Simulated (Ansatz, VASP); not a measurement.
**One calculation of Au, two programs**

File INCAR:

```
SYSTEM = Au
  ALGO = Fast
  EDIFF = 1E-6
  EDIFFG = -0.005
  ENCUT = 600
  GGA = PE
  IBRION = 2
  ISIF = 3
  ISMEAR = 0
  LASPH = .TRUE.
  LCHARG = .FALSE.
  LREAL = .FALSE.
  LWAVE = .FALSE.
  NELM = 60
  NSW = 100
  PREC = Accurate
  SIGMA = 0.1
```

File KPOINTS:

```
k-points
0
G
  18 18 10
  0 0 0
```

POSCAR

```
Au
1.0
    2.9313305442     -0.0000002940      0.0000000000
   -1.4656650175      2.5386068652      0.0000000000
    0.0000000000      0.0000000000      4.8371528113
Au
2
Direct
    0.0000000000      0.0000000000      0.0000000000
    0.3333333333      0.6666666667      0.5000000000
```

Input for Ansatz:

```yaml
crystal:
  lattice:
    - [2.931330559, -2.94e-07, 0.0]
    - [-1.4656650248, 2.538606878, 0.0]
    - [0.0, 0.0, 4.8371528009]
  atoms:
    - { symbol: Au, position: [0.0, 0.0, 0.0] }
    - { symbol: Au, position: [0.3333333333, 0.6666666667, 0.5] }
basis:
  ecutwfc: 420
kpoints:
  mp_grid: { grid: [18, 18, 10] }
hamiltonian:
  xc: pbe
scf:
  occupations: { method: gaussian, width: 0.1 }
output:
  forces: true
  stress: true
  eigenvalues: true
relax:
  adjacent_minimum: "off"
  f_tol: 0.005
  max_steps: 80
  cell: { stress_tol: 0.05 }
```

Alike in both runs: task relaxation of cell and atoms; functional PBE; k mesh 18 × 18 × 10; occupations gaussian, width 0.1 eV; no spin polarisation.

```csv
,VASP,Ansatz
version,VASP 6.6.1,Ansatz 0.2.0
potentials or method,"VASP PAW PBE potentials, release 64 (Au), cutoff 600 eV","scalar-relativistic, plane waves, PAW"
valence electrons in the cell,22,38
```

Ansatz gave:

* gap on the k mesh at the Fermi level, each at its own relaxed structure (eV): none
* relaxed volume (Å³/atom): 18.02
* relaxed length of the cell vector where the two differ most in proportion (Å): 2.917

Question: What did VASP give for the same quantities?

Answer: gap on the k mesh at the Fermi level, each at its own relaxed structure (eV): none; relaxed volume (Å³/atom): 18.00; relaxed length of the cell vector where the two differ most in proportion (Å): 2.915.

A gap of «none» marks a metal or a gap that the smearing closes. VASP's potentials hold 22 valence electrons a cell and Ansatz's 38, so a difference there can come from the potentials and not from the codes.

Spin-orbit coupling is off throughout.
